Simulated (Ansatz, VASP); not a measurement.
## One calculation of ZrInS3, two programs

```
Zr In S
1.0
     4.90018    0.00000    0.00000
     0.00000    4.90018    0.00000
     0.00000    0.00000    4.90018
Zr In S
1 1 3
Direct
  0.00000 0.00000 0.00000
  0.50000 0.50000 0.50000
  0.50000 0.50000 0.00000
  0.50000 0.00000 0.50000
  0.00000 0.50000 0.50000
```

Change from the starting cell: species swapped into the Pr3AlN type (Pm-3m, No. 221).

Alike in both runs: functional PBE; k mesh 8 × 8 × 8; occupations gaussian, width 0.1 eV; collinear spin.

Ansatz relaxed the structure, and its values are those at the end. VASP's run is a single point on that final structure, the one shown.

```csv
,VASP,Ansatz
version,VASP 6.6.1,Ansatz 0.2.0
potentials or method,"VASP PAW PBE potentials, release 64 (Zr_sv, In_d, S), cutoff 520 eV","scalar-relativistic, plane waves, PAW"
valence electrons in the cell,43,43
```

|  | VASP | Ansatz | Ansatz less VASP |
| --- | --- | --- | --- |
| gap on the k mesh at the Fermi level (eV) | none | none | - |
| pressure (GPa) | -0.1 | 0.0 | +0.05 |
| net moment per atom (μB) | 0.18 | 0.18 | 0.000 |
| size of the moment on the site where the two differ most (μB) | 0.85 | 0.97 | +0.119 |

Site moments also hang on the region over which each program counts them. A gap of «none» marks a metal or a gap that the smearing closes.
